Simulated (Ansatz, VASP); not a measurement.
**One calculation of ZnCu2SnS4, two programs**

```
Cu Zn Sn S
1.0
    -2.70698    2.70698    5.41129
     2.70698   -2.70698    5.41129
     2.70698    2.70698   -5.41129
Cu Zn Sn S
2 1 1 4
Direct
  0.00000 0.00000 0.00000
  0.75000 0.25000 0.50000
  0.25000 0.75000 0.50000
  0.50000 0.50000 0.00000
  0.10658 0.62870 0.99354
  0.37130 0.36484 0.47788
  0.63516 0.11304 0.00646
  0.88696 0.89342 0.52212
```

Alike in both runs: task single point; functional PBE; k mesh 6 × 6 × 6; no spin polarisation.

|  | VASP | Ansatz |
| --- | --- | --- |
| version | VASP 6.6.1 | Ansatz 0.2.0 |
| potentials or method | VASP PAW PBE potentials, release 64 (Cu, Zn, Sn_d, S) | plane waves, PAW |
| plane-wave cutoff (eV) | 520 | 420 |
| occupations | gaussian, width 0.01 eV | fixed |
| valence electrons in the cell | 72 | 88 |

```csv
,VASP,Ansatz,Ansatz less VASP
gap on the k mesh at the Fermi level (eV),0.21,0.18,-0.028
pressure (GPa),2.4,2.3,-0.07
rms of the force components (eV/Å),0.056,0.071,+0.0155
```

Atom by atom the forces differ by 0.016 eV/Å (rms over components). VASP's potentials hold 72 valence electrons a cell and Ansatz's 88, so a difference there can come from the potentials and not from the codes.
